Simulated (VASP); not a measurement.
# WC (Fm-3m) in VASP: further runs

WC is run at these levels: PBE0, LDA; tasks: single point.

All numbers are computed with VASP 6.6.1; they aren't measurements. Logs are shortened: lines on timing, memory, paths and dates and some standing lists are left out, and cuts for length are marked.

### 1 The cell of the first run

The structure is cubic, space group Fm-3m (No. 225). Conventional cell: a = 4.443 Å, b = 4.443 Å, c = 4.443 Å, α = 90.00°, β = 90.00°, γ = 90.00°. W (site symmetry m-3m) has 6 C at 2.22 Å within 2.9 Å. C (site symmetry m-3m) has 6 W at 2.22 Å within 2.9 Å.

### 2 Single point, PBE0

POSCAR

```
WC
1.0
    0.0000000000      2.2215384142      2.2215384142
    2.2215384142      0.0000000000      2.2215384142
    2.2215384142      2.2215384142      0.0000000000
W C
1 1
Direct
    0.0000000000      0.0000000000      0.0000000000
    0.5000000000      0.5000000000      0.5000000000
```

INCAR.step1

```
SYSTEM = WC
  ALGO = Normal
  EDIFF = 1E-5
  ENCUT = 520
  GGA = PE
  ISIF = 2
  ISMEAR = -1
  LASPH = .True.
  LCHARG = .False.
  LREAL = .False.
  LWAVE = .True.
  NBANDS = 16
  NELM = 100
  PREC = Accurate
  SIGMA = 0.05
```

INCAR.step2

```
SYSTEM = WC
  AEXX = 0.25
  ALGO = Normal
  EDIFF = 1E-7
  ENCUT = 520
  GGA = PE
  ISIF = 2
  ISMEAR = -1
  ISTART = 1
  LASPH = .True.
  LCHARG = .False.
  LHFCALC = .True.
  LREAL = .False.
  LWAVE = .False.
  NBANDS = 16
  NELM = 100
  PREC = Accurate
  PRECFOCK = Normal
  SIGMA = 0.05
```

KPOINTS

```
k-points
0
Gamma
  6 6 6
  0 0 0
```

Potentials or basis: VASP PAW PBE potentials, release 64 (W_sv, C).

Launch:

```sh
$ cat potpaw_PBE.64/W_sv/POTCAR potpaw_PBE.64/C/POTCAR > POTCAR
$ cp INCAR.step1 INCAR
$ mpirun -np 1 vasp_std > vasp.out
$ cp INCAR.step2 INCAR
$ mpirun -np 1 vasp_std > vasp.out
```

OUTCAR:

```text
SYSTEM = WC
   AEXX = 0.25
   EDIFF = 1E-7
   ENCUT = 520
   GGA = PE
   ISIF = 2
   ISMEAR = -1
   ISTART = 1
   LASPH = .True.
   LHFCALC = .True.
   LREAL = .False.
   NELM = 100
   PREC = Accurate
   PRECFOCK = Normal

 ion  position               nearest neighbor table
   1  0.000  0.000  0.000-   2 2.22   2 2.22   2 2.22   2 2.22   2 2.22   2 2.22
   2  0.500  0.500  0.500-   1 2.22   1 2.22   1 2.22   1 2.22   1 2.22   1 2.22

  LATTYP: Found a face centered cubic cell.
 ALAT       =     4.4430768284

  Lattice vectors:

 A1 = (   0.0000000000,   2.2215384142,   2.2215384142)
 A2 = (   2.2215384142,   0.0000000000,   2.2215384142)
 A3 = (   2.2215384142,   2.2215384142,   0.0000000000)

Analysis of symmetry for initial positions (statically):
=====================================================================
 Subroutine PRICEL returns:
 Original cell was already a primitive cell.

 Routine SETGRP: Setting up the symmetry group for a
 face centered cubic supercell.

 Subroutine GETGRP returns: Found 48 space group operations
 (whereof 48 operations were pure point group operations)
 out of a pool of 48 trial point group operations.

The static configuration has the point symmetry O_h .

Analysis of symmetry for dynamics (positions and initial velocities):
=====================================================================
 Subroutine PRICEL returns:
 Original cell was already a primitive cell.

 Routine SETGRP: Setting up the symmetry group for a
 face centered cubic supercell.

 Subroutine GETGRP returns: Found 48 space group operations
 (whereof 48 operations were pure point group operations)
 out of a pool of 48 trial point group operations.

The dynamic configuration has the point symmetry O_h .

 Subroutine INISYM returns: Found 48 space group operations
 (whereof 48 operations are pure point group operations),
 and found     1 'primitive' translations

----------------------------------------------------------------------------------------

                                     Primitive cell

  volume of cell :      21.9276

  direct lattice vectors                    reciprocal lattice vectors
     0.000000000  2.221538414  2.221538414    -0.225069257  0.225069257  0.225069257
     2.221538414  0.000000000  2.221538414     0.225069257 -0.225069257  0.225069257
     2.221538414  2.221538414  0.000000000     0.225069257  0.225069257 -0.225069257

  length of vectors
     3.141729755  3.141729755  3.141729755     0.389831388  0.389831388  0.389831388
[... 79 lines left out ...]
   ISYM   =      3    0-nonsym 1-usesym 2-fastsym
   POTIM  = 0.5000    time-step for ionic-motion
   TEBEG  =    0.0;   TEEND  =   0.0 temperature during run
   PSTRESS=    0.0 pullay stress
   NELECT =      18.0000    total number of electrons
   NUPDOWN=      -1.0000    fix difference up-down
   EMIN   =  10.00;   EMAX   =-10.00  energy-range for DOS
   EFERMI =   0.00;   METHOD = LEGACY
   ISMEAR =    -1;   SIGMA  =   0.05  broadening in eV -4-tet -1-fermi 0-gaus
   EFERMI_NEDOS =   21; number of points for ismear=-14 and -15
   IALGO  =     38    algorithm
   IMIX   =      1    mixing-type and parameters
     AMIX     =   0.40;   BMIX     =  1.00
     AMIX_MAG =   1.60;   BMIX_MAG =  1.00
  volume/ion in A,a.u.               =      10.96        73.99
  Fermi-wavevector in a.u.,A,eV,Ry     =   1.532858  2.896681 31.968966  2.349653
  Thomas-Fermi vector in A             =   2.640005
   LORBIT       =      0    0 simple, 1 ext, 2 COOP (PROOUT), +10 PAW based schemes
   GGA     = PE    functional components
   LHFCALC =     T    Hartree Fock is set to
   PRECFOCK=normal    Normal, Fast or Accurate (Low or Medium for compatibility)
   ENCUT4O =  -1.0   cutoff for four orbital integrals eV
   NKREDX  =     1    reduce k-point grid by
   NKREDY  =     1    reduce k-point grid by
   NKREDZ  =     1    reduce k-point grid by
   AEXX    =    0.2500 exact exchange contribution
   HFSCREEN=    0.0000 screening length (either q_TF or 0.3 A-1)
   HFSCREENC=   0.0000 screening length for correlation (either q_TF or 0.3 A-1)
   ENCUTFOCK=  -1.0 apply spherical cutoff to Coloumb kernel
   IVDW    =     0    specifies the selected vdW correction
   LEPSILON=     F    determine dielectric tensor
   LRPA    =     F    only Hartree local field effects (RPA)
 non-spin polarized calculation
  energy-cutoff  :      520.00
  volume of cell :       21.93
 maximum number of plane-waves:       609
  NGX = 18; NGY = 18; NGZ = 18

 number of electron      18.0000003 magnetization

 Free energy of the ion-electron system (eV)
  ---------------------------------------------------
  ext. energy  EPLUGINS =         0.00000000
  ---------------------------------------------------
  free energy    TOTEN  =       -26.38520525 eV

  energy without entropy =      -26.37850179  energy(sigma->0) =      -26.38185352

 E-fermi :  11.6355     XC(G=0): -10.5930

 val. band max:       11.5778663449   @ k =  -0.3333   0.1667   0.0000
 cond. band min:      12.3992718124   @ k =  -0.3333   0.3333   0.1667
 fundamental gap:      0.8214054676
 Fermi energy:        11.6355002438

 k-point     1 :       0.0000    0.0000    0.0000
  band No.  band energies     occupation
      1     -68.3803      2.00000
      2     -30.8635      2.00000
      3     -30.8634      2.00000
      4     -30.8634      2.00000
      5      -6.0840      2.00000
      6       8.3748      2.00000
[... 281 lines left out ...]
      3     -31.1733      2.00000
      4     -31.0892      2.00000
      5      -3.0639      2.00000
      6       4.6941      2.00000
[... 8 lines left out ...]
     15      24.8835      0.00000
     16      27.1769      0.00000

------------------------ aborting loop because EDIFF is reached ----------------------------------------

  FORCE on cell =-STRESS in cart. coord.  units (eV):
  Direction    XX          YY          ZZ          XY          YZ          ZX
  --------------------------------------------------------------------------------------
  -------------------------------------------------------------------------------------
  Total       -3.1543668     -3.1543668     -3.1543668      0.0000000      0.0000000      0.0000000
  in kB     -230.4789666   -230.4789666   -230.4789666      0.0000000      0.0000000      0.0000000
  external PRESSURE =    -230.4789666 kB  Pullay stress =       0.0000000 kB

 VOLUME and BASIS-vectors are now :
 -----------------------------------------------------------------------------
  energy-cutoff  :      520.00
  volume of cell :       21.93
      direct lattice vectors                 reciprocal lattice vectors
     0.000000000  2.221538414  2.221538414    -0.225069257  0.225069257  0.225069257
     2.221538414  0.000000000  2.221538414     0.225069257 -0.225069257  0.225069257
     2.221538414  2.221538414  0.000000000     0.225069257  0.225069257 -0.225069257

 POSITION                                       TOTAL-FORCE (eV/Angst)
 -----------------------------------------------------------------------------------
      0.00000      0.00000      0.00000         0.000000      0.000000      0.000000
      2.22154      2.22154      2.22154        -0.000000     -0.000000      0.000000
 -----------------------------------------------------------------------------------
    total drift:                               -0.000000     -0.000000     -0.000000

  FREE ENERGIE OF THE ION-ELECTRON SYSTEM (eV)
  ---------------------------------------------------
  free  energy   TOTEN  =       -26.3852052531 eV

  energy  without entropy=      -26.3785017870  energy(sigma->0) =      -26.38185352
```

Run time: 38 min. Hardware: 1 thread of Intel Xeon Platinum 8259CL at 2.50GHz (Skylake/Cascade Lake), shared host; peak memory 0.16 GiB.

What came out:

- Free energy: -26.3852 eV
- Pressure: -23.0 GPa
- Band gap on the k mesh: zero (bands 9 and 10 overlap by 3.80 eV)

Caveat: the k points lie up to 0.41 Å⁻¹ apart, too coarse for converged energies and pressures of a metal; the PAW data sets were made with another functional, which shifts forces and pressure a little; spin-orbit coupling is left out, which moves the levels of the heavy elements.

### 3 Single point, LDA

This run uses another cell than the first one, of 10.12 Å³/atom.

INCAR

```
PREC = Accurate
ENCUT = 600
EDIFF = 1E-6
ISMEAR = -1
SIGMA = 0.05
LREAL = False
LASPH = True
NELM = 120
ALGO = Normal
ISIF = 2
LWAVE = False
LCHARG = False
NBANDS = 16
GGA_COMPAT = False
```

KPOINTS

```
Automatic mesh
0
Gamma
  10 10 10
```

POSCAR

```
WC
1.0
    0.0000000000      2.1630495024      2.1630495024
    2.1630495024      0.0000000000      2.1630495024
    2.1630495024      2.1630495024      0.0000000000
W C
1 1
Direct
    0.0000000000      0.0000000000      0.0000000000
    0.5000000000      0.5000000000      0.5000000000
```

Potentials or basis: VASP PAW LDA potentials, release 64 (W_sv, C).

Launch:

```sh
$ cat potpaw_LDA.64/W_sv/POTCAR potpaw_LDA.64/C/POTCAR > POTCAR
$ mpirun -np 1 vasp_std > vasp.out
```

OUTCAR:

```text
PREC = Accurate
   ENCUT = 600
   EDIFF = 1E-6
   ISMEAR = -1
   LREAL = False
   LASPH = True
   NELM = 120
   ISIF = 2

 ion  position               nearest neighbor table
   1  0.000  0.000  0.000-   2 2.16   2 2.16   2 2.16   2 2.16   2 2.16   2 2.16
   2  0.500  0.500  0.500-   1 2.16   1 2.16   1 2.16   1 2.16   1 2.16   1 2.16

  LATTYP: Found a face centered cubic cell.
 ALAT       =     4.3260990048

  Lattice vectors:

 A1 = (   0.0000000000,   2.1630495024,   2.1630495024)
 A2 = (   2.1630495024,   0.0000000000,   2.1630495024)
 A3 = (   2.1630495024,   2.1630495024,   0.0000000000)

Analysis of symmetry for initial positions (statically):
=====================================================================
 Subroutine PRICEL returns:
 Original cell was already a primitive cell.

 Routine SETGRP: Setting up the symmetry group for a
 face centered cubic supercell.

 Subroutine GETGRP returns: Found 48 space group operations
 (whereof 48 operations were pure point group operations)
 out of a pool of 48 trial point group operations.

The static configuration has the point symmetry O_h .

Analysis of symmetry for dynamics (positions and initial velocities):
=====================================================================
 Subroutine PRICEL returns:
 Original cell was already a primitive cell.

 Routine SETGRP: Setting up the symmetry group for a
 face centered cubic supercell.

 Subroutine GETGRP returns: Found 48 space group operations
 (whereof 48 operations were pure point group operations)
 out of a pool of 48 trial point group operations.

The dynamic configuration has the point symmetry O_h .

 Subroutine INISYM returns: Found 48 space group operations
 (whereof 48 operations are pure point group operations),
 and found     1 'primitive' translations

----------------------------------------------------------------------------------------

                                     Primitive cell
[... 109 lines left out ...]
   IMIX   =      4    mixing-type and parameters
     AMIX     =   0.40;   BMIX     =  1.00
     AMIX_MAG =   1.60;   BMIX_MAG =  1.00
  volume/ion in A,a.u.               =      10.12        68.30
  Fermi-wavevector in a.u.,A,eV,Ry     =   1.574306  2.975007 33.721224  2.478440
  Thomas-Fermi vector in A             =   2.675460
   LORBIT       =      0    0 simple, 1 ext, 2 COOP (PROOUT), +10 PAW based schemes
   GGA     = CA    functional components
   LHFCALC =     F    Hartree Fock is set to
   AEXX    =    0.0000 exact exchange contribution
   IVDW    =     0    specifies the selected vdW correction
   LEPSILON=     F    determine dielectric tensor
   LRPA    =     F    only Hartree local field effects (RPA)
 non-spin polarized calculation
  energy-cutoff  :      600.00
  volume of cell :       20.24
 maximum number of plane-waves:       692
   NGX = 13   NGY = 13   NGZ = 13

 number of electron      17.9999999 magnetization

 Free energy of the ion-electron system (eV)
  ---------------------------------------------------
  ext. energy  EPLUGINS =         0.00000000
  ---------------------------------------------------
  free energy    TOTEN  =       -23.82769447 eV

  energy without entropy =      -23.82161391  energy(sigma->0) =      -23.82465419

 E-fermi :  12.9703     XC(G=0): -14.1197

 val. band max:       12.8729456334   @ k =   0.3000   0.2000   0.1000
 cond. band min:      12.9989965152   @ k =  -0.1000   0.1000   0.0000
 fundamental gap:      0.1260508818
 Fermi energy:        12.9702920130

 k-point     1 :       0.0000    0.0000    0.0000
  band No.  band energies     occupation
      1     -62.0082      2.00000
      2     -26.2559      2.00000
      3     -26.2559      2.00000
      4     -26.2559      2.00000
      5      -3.0489      2.00000
      6      10.0112      2.00000
[... 433 lines left out ...]
      3     -26.4660      2.00000
      4     -26.4447      2.00000
      5      -0.5199      2.00000
      6       5.7135      2.00000
[... 8 lines left out ...]
     15      24.9875      0.00000
     16      28.8135      0.00000

 [... further k-points ...]

------------------------ aborting loop because EDIFF is reached ----------------------------------------

  FORCE on cell =-STRESS in cart. coord.  units (eV):
  Direction    XX          YY          ZZ          XY          YZ          ZX
  --------------------------------------------------------------------------------------
  -------------------------------------------------------------------------------------
  Total        0.1450543      0.1450543      0.1450543      0.0000000      0.0000000      0.0000000
  in kB       11.4818487     11.4818487     11.4818487      0.0000000      0.0000000      0.0000000
  external PRESSURE =      11.4818487 kB  Pullay stress =       0.0000000 kB

 VOLUME and BASIS-vectors are now :
 -----------------------------------------------------------------------------
  energy-cutoff  :      600.00
  volume of cell :       20.24
      direct lattice vectors                 reciprocal lattice vectors
     0.000000000  2.163049502  2.163049502    -0.231155135  0.231155135  0.231155135
     2.163049502  0.000000000  2.163049502     0.231155135 -0.231155135  0.231155135
     2.163049502  2.163049502  0.000000000     0.231155135  0.231155135 -0.231155135

 POSITION                                       TOTAL-FORCE (eV/Angst)
 -----------------------------------------------------------------------------------
      0.00000      0.00000      0.00000         0.000000     -0.000000      0.000000
      2.16305      2.16305      2.16305        -0.000000      0.000000     -0.000000
 -----------------------------------------------------------------------------------
    total drift:                                0.000000     -0.000000     -0.000000

  FREE ENERGIE OF THE ION-ELECTRON SYSTEM (eV)
  ---------------------------------------------------
  free  energy   TOTEN  =       -23.8276944704 eV

  energy  without entropy=      -23.8216139079  energy(sigma->0) =      -23.82465419
```

OSZICAR:

```text
N       E                     dE             d eps       ncg     rms          rms(c)
DAV:   1     0.117665289282E+03    0.11767E+03   -0.10376E+04  1504   0.139E+03
DAV:   2    -0.236952517810E+02   -0.14136E+03   -0.13554E+03  1824   0.358E+02
DAV:   3    -0.273302630816E+02   -0.36350E+01   -0.36198E+01  1640   0.533E+01
DAV:   4    -0.273492662743E+02   -0.19003E-01   -0.19002E-01  1920   0.441E+00
DAV:   5    -0.273494073795E+02   -0.14111E-03   -0.14111E-03  1640   0.359E-01    0.335E+01
DAV:   6    -0.239519381518E+02    0.33975E+01   -0.84774E+00  1872   0.278E+01    0.872E+00
DAV:   7    -0.238635616451E+02    0.88377E-01   -0.51603E-01  1536   0.590E+00    0.706E+00
DAV:   8    -0.238298855323E+02    0.33676E-01   -0.80182E-02  1704   0.218E+00    0.157E+00
DAV:   9    -0.238278017598E+02    0.20838E-02   -0.35546E-03  1672   0.472E-01    0.129E-01
DAV:  10    -0.238276960947E+02    0.10567E-03   -0.32992E-04  1768   0.205E-01    0.696E-02
DAV:  11    -0.238276949349E+02    0.11598E-05   -0.21718E-05  1712   0.397E-02    0.150E-02
DAV:  12    -0.238276944704E+02    0.46447E-06   -0.19887E-06  1448   0.127E-02
   1 F= -.23827694E+02 E0= -.23824654E+02  d E =-.608056E-02
```

It took 11 s on 1 thread of Intel Xeon 6975P-C (Granite Rapids), shared host; peak memory 0.14 GiB.

Results:

```yaml
Free_energy: -23.8277 eV
Pressure: 1.1 GPa
Band_gap_on_the_k_mesh: zero (bands 9 and 10 overlap by 3.37 eV)
```

Levels at points of the mesh, in eV from the Fermi level:
| k point | band 5 | band 6 | band 7 | band 8 | band 9 | band 10 | band 11 | band 12 | band 13 | band 14 |
| --- | --- | --- | --- | --- | --- | --- | --- | --- | --- | --- |
| (0.00, 0.00, 0.00) | -16.02 | -2.96 | -2.96 | -2.96 | -1.15 | -1.15 | -1.15 | -1.06 | -1.06 | 7.09 |
| (0.50, 0.00, 0.00) | -11.06 | -10.14 | -6.90 | -6.90 | 1.06 | 1.06 | 2.44 | 5.05 | 9.15 | 9.15 |
| (0.50, 0.50, 0.00) | -13.79 | -6.13 | -5.63 | -2.55 | -2.55 | 0.87 | 2.37 | 2.37 | 5.82 | 7.88 |

Caveat: spin-orbit coupling is left out, which moves the levels of the heavy elements.

### 4 Single point, LDA

This run uses another cell than the first one, of 10.33 Å³/atom.

INCAR

```
SYSTEM = WC
  PREC = Accurate
  ENCUT = 600
  EDIFF = 1E-6
  ISMEAR = -1
  SIGMA = 0.05
  LREAL = .False.
  LASPH = .True.
  NELM = 120
  ALGO = Normal
  ISIF = 2
  LWAVE = .False.
  LCHARG = .False.
  NBANDS = 16
  GGA_COMPAT = .False.
```

KPOINTS

```
Automatic mesh
0
Gamma
  10 10 10
  0 0 0
```

POSCAR

```
WC
1.0
    0.0000000000      2.1779675566      2.1779675566
    2.1779675566      0.0000000000      2.1779675566
    2.1779675566      2.1779675566      0.0000000000
W C
1 1
Direct
    0.0000000000      0.0000000000      0.0000000000
    0.5000000000      0.5000000000      0.5000000000
```

Launch:

```sh
$ cat potpaw_LDA.64/W_sv/POTCAR potpaw_LDA.64/C/POTCAR > POTCAR
$ mpirun -np 1 vasp_std > vasp.out
```

Run time: 22 s. Hardware: 1 thread of Intel Xeon 6975P-C (Granite Rapids), shared host; peak memory 0.15 GiB.

Results (log left out):

```
Free energy            : -23.8204 eV
Pressure               : -6.9 GPa
Band gap on the k mesh : zero (bands 9 and 10 overlap by 3.26 eV)
```

Levels at points of the mesh, in eV from the Fermi level:
```
           k point  band 7  band 8  band 9  band 10  band 11  band 12
(0.00, 0.00, 0.00)   -2.88   -2.88   -1.11    -1.11    -1.11    -1.04
(0.50, 0.00, 0.00)   -6.75   -6.75    1.02     1.02     2.36     5.02
(0.50, 0.50, 0.00)   -5.58   -2.51   -2.51     0.83     2.29     2.29
```

Caveat: the cell stands under tension; spin-orbit coupling is left out, which moves the levels of the heavy elements.

(Continued in part 2 of 2.)
